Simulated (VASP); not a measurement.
# Ge2Sb2Te (Immm) in VASP: single point with PBE

Aim: the single point of Ge2Sb2Te with PBE.

All numbers are computed with VASP 6.6.1; they aren't measurements. Logs are shortened: lines on timing, memory, paths and dates and some standing lists are left out, and cuts for length are marked.

## (1) The cell of the first run

The typed cell holds 5 atoms: a = 8.604 Å, b = 8.604 Å, c = 8.604 Å, α = 153.07°, β = 153.10°, γ = 38.43°.

The cell was generated, and may not be a known phase.

## (2) Single point, PBE

The input, INCAR:

```
  PREC = Accurate
  ENCUT = 500
  EDIFF = 1E-6
  ISMEAR = 0
  SIGMA = 0.2
  LREAL = F
  LASPH = T
  NELM = 120
  ALGO = Normal
  ISIF = 2
  LWAVE = F
  LCHARG = F
  GGA = PE
  NBANDS = 30
  GGA_COMPAT = F
```

The input, KPOINTS:

```
regular mesh
0
Gamma
  5 5 5
```

The input, POSCAR:

```
Ge2Sb2Te
1.0
   -2.0032220132      2.0013363650      8.1244765263
    2.0032220132     -2.0013363650      8.1244765263
    2.0032220132      2.0013363650     -8.1244765263
Ge Sb Te
2 2 1
Direct
    0.8183977450      0.8183977450      0.0000000000
    0.1816022550      0.1816022550      0.0000000000
    0.6381511595      0.6381511595      0.0000000000
    0.3618488405      0.3618488405      0.0000000000
    0.0000000000      0.0000000000      0.0000000000
```

Potentials or basis: VASP PAW PBE potentials, release 64 (Ge_d, Sb, Te).

On the command line:

```sh
$ cat potpaw_PBE.64/Ge_d/POTCAR potpaw_PBE.64/Sb/POTCAR potpaw_PBE.64/Te/POTCAR > POTCAR
$ mpirun -np 1 vasp_std > vasp.out
```

OUTCAR:

```text
PREC = Accurate
   ENCUT = 500
   EDIFF = 1E-6
   ISMEAR = 0
   LREAL = F
   LASPH = T
   NELM = 120
   ISIF = 2
   GGA = PE

 ion  position               nearest neighbor table
   1  0.818  0.818  0.000-   4 2.92   4 2.92   4 2.92   4 2.92   3 2.93   5 2.95
   2  0.182  0.182  0.000-   3 2.92   3 2.92   3 2.92   3 2.92   4 2.93   5 2.95
   3  0.638  0.638  0.000-   2 2.92   2 2.92   2 2.92   2 2.92   1 2.93   5 3.61   5 3.61   5 3.61
                             5 3.61
   4  0.362  0.362  0.000-   1 2.92   1 2.92   1 2.92   1 2.92   2 2.93   5 3.61   5 3.61   5 3.61
                             5 3.61
   5  0.000  0.000  0.000-   1 2.95   2 2.95   4 3.61   3 3.61   3 3.61   3 3.61   3 3.61   4 3.61
                             4 3.61   4 3.61

  LATTYP: Found a body centered orthorhombic cell.
 ALAT       =     4.0026727300
 B/A-ratio  =     1.0009421945
 C/A-ratio  =     4.0595257591

  Lattice vectors:

 A1 = (  -2.0032220132,  -2.0013363650,   8.1244765263)
 A2 = (   2.0032220132,   2.0013363650,   8.1244765263)
 A3 = (  -2.0032220132,   2.0013363650,  -8.1244765263)

Analysis of symmetry for initial positions (statically):
=====================================================================
 Subroutine PRICEL returns:
 Original cell was already a primitive cell.

 Routine SETGRP: Setting up the symmetry group for a
 body centered orthorhombic supercell.

 Subroutine GETGRP returns: Found  8 space group operations
 (whereof  8 operations were pure point group operations)
 out of a pool of  8 trial point group operations.

The static configuration has the point symmetry D_2h.

Analysis of symmetry for dynamics (positions and initial velocities):
=====================================================================
 Subroutine PRICEL returns:
 Original cell was already a primitive cell.

 Routine SETGRP: Setting up the symmetry group for a
 body centered orthorhombic supercell.

 Subroutine GETGRP returns: Found  8 space group operations
 (whereof  8 operations were pure point group operations)
 out of a pool of  8 trial point group operations.

The dynamic configuration has the point symmetry D_2h.

 Subroutine INISYM returns: Found  8 space group operations
 (whereof  8 operations are pure point group operations),
 and found     1 'primitive' translations

----------------------------------------------------------------------------------------

                                     Primitive cell

  volume of cell :     130.2880

  direct lattice vectors                    reciprocal lattice vectors
    -2.003222013  2.001336365  8.124476526     0.000000000  0.249833066  0.061542427
     2.003222013 -2.001336365  8.124476526     0.249597896  0.000000000  0.061542427
     2.003222013  2.001336365 -8.124476526     0.249597896  0.249833066  0.000000000

  length of vectors
     8.603799423  8.603799423  8.603799423     0.257301440  0.257073102  0.353151059

  position of ions in fractional coordinates (direct lattice)
     0.818397745  0.818397745  0.000000000
     0.181602255  0.181602255  0.000000000
     0.638151159  0.638151159  0.000000000
     0.361848841  0.361848841  0.000000000
     0.000000000  0.000000000  0.000000000

  ion indices of the primitive-cell ions
   primitive index   ion index
                 1           1
                 2           2
                 3           3
                 4           4
                 5           5

----------------------------------------------------------------------------------------

 KPOINTS: regular mesh

Automatic generation of k-mesh.
 Grid dimensions read from file:
 generate k-points for:    5    5    5

 Generating k-lattice:

  Cartesian coordinates                     Fractional coordinates (reciprocal lattice)
     0.000000000  0.049966613  0.012308485     0.200000000  0.000000000 -0.000000000
     0.049919579  0.000000000  0.012308485     0.000000000  0.200000000 -0.000000000
     0.049919579  0.049966613  0.000000000     0.000000000  0.000000000  0.200000000

  Length of vectors
     0.051460288  0.051414620  0.070630212

  Shift w.r.t. Gamma in fractional coordinates (k-lattice)
     0.000000000  0.000000000  0.000000000

 Subroutine IBZKPT returns following result:
 ===========================================

 Found     27 irreducible k-points:

 Following reciprocal coordinates:
            Coordinates               Weight
  0.000000  0.000000  0.000000      1.000000
  0.200000 -0.000000  0.000000      4.000000
  0.400000 -0.000000  0.000000      4.000000
 -0.000000  0.200000  0.000000      4.000000
  0.200000  0.200000  0.000000      8.000000
  0.400000  0.200000  0.000000      8.000000
[... 16 lines left out ...]
 -0.400000 -0.200000  0.200000      4.000000
 -0.200000 -0.200000  0.200000      2.000000
 [... further k-points ...]
   k-points           NKPTS =     27   k-points in BZ     NKDIM =     27   number of bands    NBANDS=     30
   number of dos      NEDOS =    301   number of ions     NIONS =      5
   total plane-waves  NPLWV = 262144
   dimension x,y,z NGX =    64 NGY =   64 NGZ =   64
   dimension x,y,z NGXF=   128 NGYF=  128 NGZF=  128
   ions per type =               2   2   1
   NGX,Y,Z   is equivalent  to a cutoff of  12.37, 12.37, 12.37 a.u.
   NGXF,Y,Z  is equivalent  to a cutoff of  24.73, 24.73, 24.73 a.u.
 SYSTEM =  unknown system
   PREC   = accura    normal or accurate (medium, high low for compatibility)
   ISTART =      0    job   : 0-new  1-cont  2-samecut
   ICHARG =      2    charge: 1-file 2-atom 10-const
   ISPIN  =      1    spin polarized calculation?
   LNONCOLLINEAR =      F non collinear calculations
   LSORBIT =      F    spin-orbit coupling
   LASPH  =      T    aspherical Exc in radial PAW
   ENCUT  =  500.0 eV  36.75 Ry    6.06 a.u.  15.69 15.69 15.69*2*pi/ulx,y,z
   NELM   =    120;   NELMIN=  2; NELMDL= -5     # of ELM steps
   EDIFF  = 0.1E-05   stopping-criterion for ELM
   LREAL  =      F    real-space projection
   EDIFFG = 0.1E-04   stopping-criterion for IOM
   NSW    =      0    number of steps for IOM
   IBRION =     -1    ionic relax: 0-MD 1-quasi-New 2-CG
   NFREE  =      0    steps in history (QN), initial steepest desc. (CG)
   ISIF   =      2    stress and relaxation
   ISYM   =      2    0-nonsym 1-usesym 2-fastsym
   POTIM  = 0.5000    time-step for ionic-motion
   TEBEG  =    0.0;   TEEND  =   0.0 temperature during run
   PSTRESS=    0.0 pullay stress
   NELECT =      44.0000    total number of electrons
   NUPDOWN=      -1.0000    fix difference up-down
   EMIN   =  10.00;   EMAX   =-10.00  energy-range for DOS
   EFERMI =   0.00;   METHOD = LEGACY
   ISMEAR =     0;   SIGMA  =   0.20  broadening in eV -4-tet -1-fermi 0-gaus
   EFERMI_NEDOS =   21; number of points for ismear=-14 and -15
   IALGO  =     38    algorithm
   IMIX   =      4    mixing-type and parameters
     AMIX     =   0.40;   BMIX     =  1.00
     AMIX_MAG =   1.60;   BMIX_MAG =  1.00
  volume/ion in A,a.u.               =      26.06       175.85
  Fermi-wavevector in a.u.,A,eV,Ry     =   1.140051  2.154384 17.683708  1.299716
  Thomas-Fermi vector in A             =   2.276753
   LORBIT       =      0    0 simple, 1 ext, 2 COOP (PROOUT), +10 PAW based schemes
   GGA     = PE    functional components
   LHFCALC =     F    Hartree Fock is set to
   AEXX    =    0.0000 exact exchange contribution
   IVDW    =     0    specifies the selected vdW correction
   LEPSILON=     F    determine dielectric tensor
   LRPA    =     F    only Hartree local field effects (RPA)
 non-spin polarized calculation
 Gauss-broadening in eV      SIGMA  =   0.20
  energy-cutoff  :      500.00
  volume of cell :      130.29
 maximum number of plane-waves:      3330
   NGX = 31   NGY = 31   NGZ = 31

 number of electron      44.0000011 magnetization

 Free energy of the ion-electron system (eV)
  ---------------------------------------------------
  ext. energy  EPLUGINS =         0.00000000
  ---------------------------------------------------
  free energy    TOTEN  =       -19.32509068 eV

  energy without entropy =      -19.26153417  energy(sigma->0) =      -19.29331243

 E-fermi :   6.6525     XC(G=0): -10.0608

 val. band max:        6.5954430696   @ k =   0.2000   0.2000   0.0000
 cond. band min:       6.6869492175   @ k =   0.2000   0.2000   0.2000
 fundamental gap:      0.0915061480
 Fermi energy:         6.6525000919

 k-point     1 :       0.0000    0.0000    0.0000
  band No.  band energies     occupation
      1     -17.9962      2.00000
      2     -17.9864      2.00000
      3     -17.9789      2.00000
      4     -17.9789      2.00000
      5     -17.9775      2.00000
      6     -17.9702      2.00000
[... 22 lines left out ...]
     29      11.4696      0.00000
     30      12.1046      0.00000

 k-point     2 :       0.2000   -0.0000    0.0000
  band No.  band energies     occupation
      1     -17.9945      2.00000
      2     -17.9866      2.00000
      3     -17.9793      2.00000
      4     -17.9791      2.00000
      5     -17.9787      2.00000
      6     -17.9715      2.00000
[... 22 lines left out ...]
     29      11.0729      0.00000
     30      11.3234      0.00000

 k-point     3 :       0.4000   -0.0000    0.0000
  band No.  band energies     occupation
      1     -17.9910      2.00000
      2     -17.9880      2.00000
      3     -17.9813      2.00000
      4     -17.9805      2.00000
      5     -17.9775      2.00000
      6     -17.9747      2.00000
[... 22 lines left out ...]
     29      10.1126      0.00000
     30      11.3654      0.00000

 k-point     4 :      -0.0000    0.2000    0.0000
  band No.  band energies     occupation
      1     -17.9945      2.00000
      2     -17.9866      2.00000
      3     -17.9793      2.00000
      4     -17.9791      2.00000
      5     -17.9787      2.00000
      6     -17.9715      2.00000
[... 22 lines left out ...]
     29      11.0771      0.00000
     30      11.3129      0.00000

 k-point     5 :       0.2000    0.2000    0.0000
  band No.  band energies     occupation
      1     -17.9931      2.00000
      2     -17.9869      2.00000
      3     -17.9806      2.00000
      4     -17.9800      2.00000
      5     -17.9782      2.00000
      6     -17.9715      2.00000
[... 22 lines left out ...]
     29      11.7266      0.00000
     30      12.2582      0.00000
[... 526 lines left out ...]
     29      10.6118      0.00000
     30      11.7335      0.00000

 k-point    22 :       0.4000   -0.2000    0.2000
  band No.  band energies     occupation
      1     -17.9910      2.00000
      2     -17.9879      2.00000
      3     -17.9812      2.00000
      4     -17.9805      2.00000
      5     -17.9775      2.00000
      6     -17.9747      2.00000
[... 22 lines left out ...]
     29       9.6494      0.00000
     30      10.8521      0.00000

 k-point    23 :      -0.4000   -0.2000    0.2000
  band No.  band energies     occupation
      1     -17.9945      2.00000
      2     -17.9866      2.00000
      3     -17.9793      2.00000
      4     -17.9791      2.00000
      5     -17.9787      2.00000
      6     -17.9715      2.00000
[... 22 lines left out ...]
     29      10.8243      0.00000
     30      11.1595      0.00000

 k-point    24 :      -0.2000   -0.2000    0.2000
  band No.  band energies     occupation
      1     -17.9962      2.00000
      2     -17.9864      2.00000
      3     -17.9789      2.00000
      4     -17.9789      2.00000
      5     -17.9775      2.00000
      6     -17.9702      2.00000
[... 22 lines left out ...]
     29      11.6743      0.00000
     30      11.9484      0.00000

 [... further k-points ...]

------------------------ aborting loop because EDIFF is reached ----------------------------------------

  FORCE on cell =-STRESS in cart. coord.  units (eV):
  Direction    XX          YY          ZZ          XY          YZ          ZX
  --------------------------------------------------------------------------------------
  -------------------------------------------------------------------------------------
  Total       -0.0658716     -0.0494136      0.4084784      0.0000000      0.0000000      0.0000000
  in kB       -0.8100355     -0.6076482      5.0231388      0.0000000      0.0000000      0.0000000
  external PRESSURE =       1.2018184 kB  Pullay stress =       0.0000000 kB

 VOLUME and BASIS-vectors are now :
 -----------------------------------------------------------------------------
  energy-cutoff  :      500.00
  volume of cell :      130.29
      direct lattice vectors                 reciprocal lattice vectors
    -2.003222013  2.001336365  8.124476526     0.000000000  0.249833066  0.061542427
     2.003222013 -2.001336365  8.124476526     0.249597896  0.000000000  0.061542427
     2.003222013  2.001336365 -8.124476526     0.249597896  0.249833066  0.000000000

 POSITION                                       TOTAL-FORCE (eV/Angst)
 -----------------------------------------------------------------------------------
      0.00000      0.00000     13.29811        -0.000000      0.000000     -0.019474
      0.00000      0.00000      2.95085         0.000000      0.000000      0.019474
      0.00000      0.00000     10.36929        -0.000000     -0.000000     -0.008596
      0.00000      0.00000      5.87966         0.000000      0.000000      0.008596
      0.00000      0.00000      0.00000         0.000000     -0.000000     -0.000000
 -----------------------------------------------------------------------------------
    total drift:                               -0.000000     -0.000000      0.000000

  FREE ENERGIE OF THE ION-ELECTRON SYSTEM (eV)
  ---------------------------------------------------
  free  energy   TOTEN  =       -19.3250906840 eV

  energy  without entropy=      -19.2615341684  energy(sigma->0) =      -19.29331243
```

It took 9 min on 1 thread of Intel Xeon 8259CL, shared host; peak memory 0.59 GiB.

What came out:

```
Free energy            : -19.3251 eV
Pressure               : 0.1 GPa
Largest force          : 0.019 eV/Å
Band gap on the k mesh : zero (bands 22 and 23 overlap by 1.69 eV)
```

Forces in eV/Å, atoms in the order of the input:
```
Ge   0.000  0.000 -0.019
Ge   0.000  0.000  0.019
Sb   0.000  0.000 -0.009
Sb   0.000  0.000  0.009
Te   0.000  0.000  0.000
```

Levels at points of the mesh, in eV from the Fermi level:
| k point | band 18 | band 19 | band 20 | band 21 | band 22 | band 23 | band 24 | band 25 | band 26 | band 27 |
| --- | --- | --- | --- | --- | --- | --- | --- | --- | --- | --- |
| (0.00, 0.00, 0.00) | -2.41 | -2.06 | -2.04 | -1.73 | 0.24 | 0.69 | 0.70 | 2.31 | 3.15 | 3.66 |

Caveat: spin-orbit coupling is left out, which moves the levels of the heavy elements.

The gap in the log of VASP goes by the Fermi energy; the results here count the filled bands.